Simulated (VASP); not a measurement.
# Ga (Im-3m) in VASP: notebook

The runs below take Ga through single point, with PBE.

Everything below comes from runs of VASP 6.6.1. Logs are shortened: lines on timing, memory, paths and dates and some standing lists are left out, and cuts for length are marked.

## Step 1: The cell of the first run

Symmetry: Im-3m, No. 229, cubic system. Conventional cell: a = 3.376 Å, b = 3.376 Å, c = 3.376 Å, α = 90.00°, β = 90.00°, γ = 90.00°. Within 3.9 Å of Ga (site symmetry m-3m) lie 14 Ga at 2.92 to 3.38 Å.

This isn't the form of Ga at room conditions, which is orthorhombic.

## Step 2: Single point, PBE

Contents of POSCAR:

```
Ga
1.0
   -1.6878157453      1.6878157453      1.6878157453
    1.6878157453     -1.6878157453      1.6878157453
    1.6878157453      1.6878157453     -1.6878157453
Ga
1
Direct
    0.0000000000      0.0000000000      0.0000000000
```

Contents of INCAR.step1:

```
SYSTEM = Ga
ALGO     = Normal         ! electronic algorithm
EDIFF    = 1E-6           ! SCF threshold, eV
ENCUT    = 520            ! plane-wave cutoff, eV
GGA      = PE             ! functional
ISIF     = 2              ! what is computed and relaxed
ISMEAR   = -1             ! smearing method
LASPH    = .True.         ! aspherical terms in the spheres
LCHARG   = .True.         ! write CHGCAR
LREAL    = .False.        ! projectors in reciprocal space
LWAVE    = .False.        ! write WAVECAR
NBANDS   = 12             ! bands
NELM     = 100            ! most SCF steps
PREC     = Accurate       ! precision mode
SIGMA    = 0.08           ! smearing width, eV
```

Contents of KPOINTS.step1:

```
k-points
0
Gamma
  16 16 16
  0 0 0
```

Contents of INCAR.step2:

```
SYSTEM = Ga
ALGO     = Normal         ! electronic algorithm
EDIFF    = 1E-6           ! SCF threshold, eV
ENCUT    = 520            ! plane-wave cutoff, eV
GGA      = PE             ! functional
ICHARG   = 11             ! starting density
ISIF     = 2              ! what is computed and relaxed
ISMEAR   = -5             ! smearing method
LASPH    = .True.         ! aspherical terms in the spheres
LCHARG   = .False.        ! write CHGCAR
LORBIT   = 10             ! projections on sites
LREAL    = .False.        ! projectors in reciprocal space
LWAVE    = .False.        ! write WAVECAR
NBANDS   = 12             ! bands
NEDOS    = 1001           ! points of the DOS
NELM     = 100            ! most SCF steps
PREC     = Accurate       ! precision mode
SIGMA    = 0.08           ! smearing width, eV
```

Contents of KPOINTS.step2:

```
k-points
0
Gamma
  24 24 24
  0 0 0
```

Potentials or basis: VASP PAW PBE potentials, release 64 (Ga_d).

Started as:

```console
> cat potpaw_PBE.64/Ga_d/POTCAR > POTCAR
> cp INCAR.step1 INCAR
> cp KPOINTS.step1 KPOINTS
> mpirun -np 1 vasp_std > vasp.out
> cp INCAR.step2 INCAR
> cp KPOINTS.step2 KPOINTS
> mpirun -np 1 vasp_std > vasp.out
```

OUTCAR:

```text
SYSTEM = Ga
   EDIFF = 1E-6
   ENCUT = 520
   GGA = PE
   ICHARG = 11
   ISIF = 2
   ISMEAR = -5
   LASPH = .True.
   LORBIT = 10
   LREAL = .False.
   NELM = 100
   PREC = Accurate

 ion  position               nearest neighbor table
   1  0.000  0.000  0.000-

  LATTYP: Found a body centered cubic cell.
 ALAT       =     3.3756314906

  Lattice vectors:

 A1 = (  -1.6878157453,   1.6878157453,   1.6878157453)
 A2 = (   1.6878157453,  -1.6878157453,   1.6878157453)
 A3 = (   1.6878157453,   1.6878157453,  -1.6878157453)

Analysis of symmetry for initial positions (statically):
=====================================================================
 Subroutine PRICEL returns:
 Original cell was already a primitive cell.

 Routine SETGRP: Setting up the symmetry group for a
 body centered cubic supercell.

 Subroutine GETGRP returns: Found 48 space group operations
 (whereof 48 operations were pure point group operations)
 out of a pool of 48 trial point group operations.

The static configuration has the point symmetry O_h .

Analysis of symmetry for dynamics (positions and initial velocities):
=====================================================================
 Subroutine PRICEL returns:
 Original cell was already a primitive cell.

 Routine SETGRP: Setting up the symmetry group for a
 body centered cubic supercell.

 Subroutine GETGRP returns: Found 48 space group operations
 (whereof 48 operations were pure point group operations)
 out of a pool of 48 trial point group operations.

The dynamic configuration has the point symmetry O_h .

 Subroutine INISYM returns: Found 48 space group operations
 (whereof 48 operations are pure point group operations),
 and found     1 'primitive' translations

----------------------------------------------------------------------------------------

                                     Primitive cell

  volume of cell :      19.2325

  direct lattice vectors                    reciprocal lattice vectors
    -1.687815745  1.687815745  1.687815745     0.000000000  0.296240867  0.296240867
     1.687815745 -1.687815745  1.687815745     0.296240867  0.000000000  0.296240867
     1.687815745  1.687815745 -1.687815745     0.296240867  0.296240867  0.000000000

  length of vectors
     2.923382625  2.923382625  2.923382625     0.418947852  0.418947852  0.418947852

  position of ions in fractional coordinates (direct lattice)
     0.000000000  0.000000000  0.000000000

  ion indices of the primitive-cell ions
   primitive index   ion index
                 1           1

----------------------------------------------------------------------------------------

 KPOINTS: k-points

Automatic generation of k-mesh.
 Grid dimensions read from file:
 generate k-points for:   24   24   24

 Generating k-lattice:

  Cartesian coordinates                     Fractional coordinates (reciprocal lattice)
     0.000000000  0.012343369  0.012343369     0.041666667  0.000000000  0.000000000
     0.012343369  0.000000000  0.012343369     0.000000000  0.041666667  0.000000000
     0.012343369  0.012343369  0.000000000     0.000000000  0.000000000  0.041666667

  Length of vectors
     0.017456161  0.017456161  0.017456161

  Shift w.r.t. Gamma in fractional coordinates (k-lattice)
     0.000000000  0.000000000  0.000000000

 TETIRR: Found  16469 inequivalent tetrahedra from    82944

 Subroutine IBZKPT returns following result:
 ===========================================

 Found    413 irreducible k-points:

 Following reciprocal coordinates:
            Coordinates               Weight
  0.000000  0.000000  0.000000      1.000000
  0.041667  0.000000  0.000000     12.000000
  0.083333  0.000000  0.000000     12.000000
  0.125000  0.000000  0.000000     12.000000
  0.166667  0.000000  0.000000     12.000000
  0.208333  0.000000  0.000000     12.000000
[... 16 lines left out ...]
  0.416667  0.041667  0.000000     48.000000
  0.458333  0.041667 -0.000000     48.000000
 [... further k-points ...]
   k-points           NKPTS =    413   k-points in BZ     NKDIM =    413   number of bands    NBANDS=     12
   number of dos      NEDOS =   1001   number of ions     NIONS =      1
   total plane-waves  NPLWV =  13824
   dimension x,y,z NGX =    24 NGY =   24 NGZ =   24
   dimension x,y,z NGXF=    48 NGYF=   48 NGZF=   48
   ions per type =               1
   NGX,Y,Z   is equivalent  to a cutoff of  13.65, 13.65, 13.65 a.u.
   NGXF,Y,Z  is equivalent  to a cutoff of  27.30, 27.30, 27.30 a.u.
 SYSTEM =  Ga
   PREC   = accura    normal or accurate (medium, high low for compatibility)
   ISTART =      0    job   : 0-new  1-cont  2-samecut
   ICHARG =     11    charge: 1-file 2-atom 10-const
   ISPIN  =      1    spin polarized calculation?
   LNONCOLLINEAR =      F non collinear calculations
   LSORBIT =      F    spin-orbit coupling
   LASPH  =      T    aspherical Exc in radial PAW
   ENCUT  =  520.0 eV  38.22 Ry    6.18 a.u.   5.44  5.44  5.44*2*pi/ulx,y,z
   NELM   =    100;   NELMIN=  2; NELMDL=  0     # of ELM steps
   EDIFF  = 0.1E-05   stopping-criterion for ELM
   LREAL  =      F    real-space projection
   EDIFFG = 0.1E-04   stopping-criterion for IOM
   NSW    =      0    number of steps for IOM
   IBRION =     -1    ionic relax: 0-MD 1-quasi-New 2-CG
   NFREE  =      0    steps in history (QN), initial steepest desc. (CG)
   ISIF   =      2    stress and relaxation
   ISYM   =      2    0-nonsym 1-usesym 2-fastsym
   POTIM  = 0.5000    time-step for ionic-motion
   TEBEG  =    0.0;   TEEND  =   0.0 temperature during run
   PSTRESS=    0.0 pullay stress
   NELECT =      13.0000    total number of electrons
   NUPDOWN=      -1.0000    fix difference up-down
   EMIN   =  10.00;   EMAX   =-10.00  energy-range for DOS
   EFERMI =   0.00;   METHOD = LEGACY
   ISMEAR =    -5;   SIGMA  =   0.08  broadening in eV -4-tet -1-fermi 0-gaus
   EFERMI_NEDOS =   21; number of points for ismear=-14 and -15
   IALGO  =     38    algorithm
   IMIX   =      4    mixing-type and parameters
     AMIX     =   0.40;   BMIX     =  1.00
     AMIX_MAG =   1.60;   BMIX_MAG =  1.00
  volume/ion in A,a.u.               =      19.23       129.79
  Fermi-wavevector in a.u.,A,eV,Ry     =   1.436738  2.715041 28.085366  2.064216
  Thomas-Fermi vector in A             =   2.555893
   LORBIT       =     10    0 simple, 1 ext, 2 COOP (PROOUT), +10 PAW based schemes
   GGA     = PE    functional components
   LHFCALC =     F    Hartree Fock is set to
   AEXX    =    0.0000 exact exchange contribution
   IVDW    =     0    specifies the selected vdW correction
   LEPSILON=     F    determine dielectric tensor
   LRPA    =     F    only Hartree local field effects (RPA)
 non-spin polarized calculation
 Fermi weights with tetrahedron method with Bloechl corrections
  energy-cutoff  :      520.00
  volume of cell :       19.23
 maximum number of plane-waves:       539
 NGX is ok and might be reduce to    24

 number of electron      12.9999990 magnetization

 Free energy of the ion-electron system (eV)
  ---------------------------------------------------
  ext. energy  EPLUGINS =         0.00000000
  ---------------------------------------------------
  free energy    TOTEN  =        -2.87185057 eV

  energy without entropy =       -2.87185057  energy(sigma->0) =       -2.87185057

 E-fermi :   5.4041     XC(G=0): -10.9257

 val. band max:        5.4599189336   @ k =  -0.2917   0.5000   0.0833
 cond. band min:       5.1637716216   @ k =  -0.4167  -0.4167   0.2500
 fundamental gap:     -0.2961473120
 Fermi energy:         5.4041114085

 k-point     1 :       0.0000    0.0000    0.0000
  band No.  band energies     occupation
      1      -9.5305      2.00000
      2      -9.5305      2.00000
      3      -9.5305      2.00000
      4      -9.3519      2.00000
      5      -9.3519      2.00000
      6      -5.5119      2.00000
      7      17.7204      0.00000
      8      17.7204      0.00000
      9      17.7204      0.00000
     10      22.3644      0.00000
     11      22.3644      0.00000
     12      22.3646      0.00000

 k-point     2 :       0.0417    0.0000    0.0000
  band No.  band energies     occupation
      1      -9.5318      2.00000
      2      -9.5294      2.00000
      3      -9.5257      2.00000
      4      -9.3533      2.00000
      5      -9.3519      2.00000
      6      -5.4654      2.00000
      7      17.2654      0.00000
      8      17.4782      0.00000
      9      17.6450      0.00000
     10      21.5610      0.00000
     11      21.6446      0.00000
     12      22.5960      0.00000

 k-point     3 :       0.0833    0.0000    0.0000
  band No.  band energies     occupation
      1      -9.5358      2.00000
      2      -9.5266      2.00000
      3      -9.5117      2.00000
      4      -9.3573      2.00000
      5      -9.3520      2.00000
      6      -5.3256      2.00000
      7      16.0956      0.00000
      8      16.8955      0.00000
      9      17.4233      0.00000
     10      20.6211      0.00000
     11      20.7894      0.00000
     12      22.2290      0.00000
[... 286 lines left out ...]
 k-point    23 :       0.4167    0.0417    0.0000
  band No.  band energies     occupation
      1      -9.6053      2.00000
      2      -9.5755      2.00000
      3      -9.3637      2.00000
      4      -9.3520      2.00000
      5      -9.2544      2.00000
      6      -0.2915      2.00000
      7       3.2041      2.00000
      8      12.1037      0.00000
      9      14.0221      0.00000
     10      17.0603      0.00000
     11      17.6354      0.00000
     12      25.4789      0.00000

 k-point    24 :       0.4583    0.0417   -0.0000
  band No.  band energies     occupation
      1      -9.6080      2.00000
      2      -9.5803      2.00000
      3      -9.3617      2.00000
      4      -9.3520      2.00000
      5      -9.2445      2.00000
      6       0.6604      2.00000
      7       2.0742      2.00000
      8      11.9994      0.00000
      9      13.9372      0.00000
     10      16.9849      0.00000
     11      17.5631      0.00000
     12      26.1401      0.00000

 [... further k-points ...]

------------------------ aborting loop because EDIFF is reached ----------------------------------------

  FORCE on cell =-STRESS in cart. coord.  units (eV):
  Direction    XX          YY          ZZ          XY          YZ          ZX
  --------------------------------------------------------------------------------------
  -------------------------------------------------------------------------------------
  Total        0.0287753      0.0287753      0.0287753      0.0000000      0.0000000     -0.0000000
  in kB        2.3971530      2.3971530      2.3971530      0.0000000      0.0000000     -0.0000000
  external PRESSURE =       2.3971530 kB  Pullay stress =       0.0000000 kB

 VOLUME and BASIS-vectors are now :
 -----------------------------------------------------------------------------
  energy-cutoff  :      520.00
  volume of cell :       19.23
      direct lattice vectors                 reciprocal lattice vectors
    -1.687815745  1.687815745  1.687815745     0.000000000  0.296240867  0.296240867
     1.687815745 -1.687815745  1.687815745     0.296240867  0.000000000  0.296240867
     1.687815745  1.687815745 -1.687815745     0.296240867  0.296240867  0.000000000

 POSITION                                       TOTAL-FORCE (eV/Angst)
 -----------------------------------------------------------------------------------
      0.00000      0.00000      0.00000        -0.000000      0.000000     -0.000000
 -----------------------------------------------------------------------------------
    total drift:                                0.000000      0.000000     -0.000000

  FREE ENERGIE OF THE ION-ELECTRON SYSTEM (eV)
  ---------------------------------------------------
  free  energy   TOTEN  =        -2.8718505744 eV

  energy  without entropy=       -2.8718505744  energy(sigma->0) =       -2.87185057

 total charge

# of ion       s       p       d       tot
------------------------------------------
    1        1.044   0.515   9.954  11.512
```

Wall time 1.8 min (1 thread of Intel Xeon 8259CL, shared host); peak memory 0.24 GiB.

Results:

```yaml
Valence_electrons_inside_the_program's_atomic_spheres: Ga 11.51
```

Caveat: tetrahedron occupations give inexact forces and stress in metals.

## Step 3: Single point, PBE (19.23 Å³/atom)

POSCAR is that of step 2.

Contents of INCAR.step1:

```
ALGO = Normal
EDIFF = 1E-6
ENCUT = 520
GGA = PE
ISIF = 2
ISMEAR = -1
LASPH = True
LCHARG = True
LREAL = False
LWAVE = False
NBANDS = 12
NELM = 60
PREC = Accurate
SIGMA = 0.08
```

Contents of KPOINTS.step1:

```
k-points
0
Gamma
  16 16 16
```

Contents of INCAR.step2:

```
ALGO = Normal
EDIFF = 1E-6
ENCUT = 520
GGA = PE
ICHARG = 11
ISIF = 2
ISMEAR = -5
LASPH = True
LCHARG = False
LORBIT = 10
LREAL = False
LWAVE = False
NEDOS = 1001
NELM = 60
PREC = Accurate
SIGMA = 0.08
```

Contents of KPOINTS.step2:

```
k-points
0
Gamma
  24 24 24
```

Potentials or basis: VASP PAW PBE potentials, release 64 (Ga_d).

Started as:

```console
> cat potpaw_PBE.64/Ga_d/POTCAR > POTCAR
> cp INCAR.step1 INCAR
> cp KPOINTS.step1 KPOINTS
> mpirun -np 1 vasp_std > vasp.out
> cp INCAR.step2 INCAR
> cp KPOINTS.step2 KPOINTS
> mpirun -np 1 vasp_std > vasp.out
```

Wall time 72 s (1 thread of Intel Xeon 8259CL, shared host); peak memory 0.23 GiB.

It converged, with:

- Valence electrons inside the program's atomic spheres: Ga 11.51

Levels at points of the mesh, in eV from the Fermi level:
```tsv
k point	band 3	band 4	band 5	band 6	band 7	band 8	band 9	band 10
(0.00, 0.00, 0.00)	-14.93	-14.76	-14.76	-10.92	12.32	12.32	12.32	16.96
(0.50, 0.00, 0.00)	-14.77	-14.75	-14.64	-4.50	-3.66	6.89	8.91	11.32
(0.50, 0.50, 0.50)	-14.67	-14.67	-14.67	1.27	1.59	1.59	1.59	5.72
```

Caveat: tetrahedron occupations give inexact forces and stress in metals.
